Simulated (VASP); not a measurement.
Input of a VASP 6.6.1 run:

INCAR

```
SYSTEM = Li2Ge4N
PREC = Accurate ; ENCUT = 520
EDIFF = 1E-7 ; ISMEAR = 0
SIGMA = 0.2 ; LREAL = .False.
LASPH = .True. ; NELM = 60
ALGO = Normal ; ISIF = 2
LWAVE = .False. ; LCHARG = .False.
GGA = PE ; NBANDS = 42
```

File KPOINTS:

```
regular mesh
0
Gamma
  6 6 4
  0 0 0
```

Contents of POSCAR:

```
Li2Ge4N
1.0
    3.9296514386      0.0000000000      0.0000000000
    0.0000000000      3.9296514386      0.0000000000
    0.0000000000      0.0000000000      7.2849796907
Li Ge N
2 4 1
Direct
    0.0000000000      0.5000000000      0.0000000000
    0.5000000000      1.0000000000      0.0000000000
    0.0000000000      0.0000000000      0.2681839160
    1.0000000000      0.0000000000      0.7318160840
    0.5000000000      0.5000000000      0.6710866243
    0.5000000000      0.5000000000      0.3289133757
    0.0000000000      0.0000000000      0.0000000000
```

Potentials or basis: VASP PAW PBE potentials, release 64 (Li_sv, Ge_d, N).

Launch:

```console
$ cat potpaw_PBE.64/Li_sv/POTCAR potpaw_PBE.64/Ge_d/POTCAR potpaw_PBE.64/N/POTCAR > POTCAR
$ mpirun -np 1 vasp_std > vasp.out
```

Task: What does it give for the largest force?

Result: 0.096 eV/Å.

Task: Predict the band gap on the k mesh.

Result: Zero (an odd number of electrons rules out a gap without spin polarisation).

Forces in eV/Å, atoms in the order of the input:
```
Li   0.000  0.000  0.000
Li   0.000  0.000  0.000
Ge   0.000  0.000 -0.096
Ge   0.000  0.000  0.096
Ge   0.000  0.000  0.072
Ge   0.000  0.000 -0.072
N    0.000  0.000  0.000
```
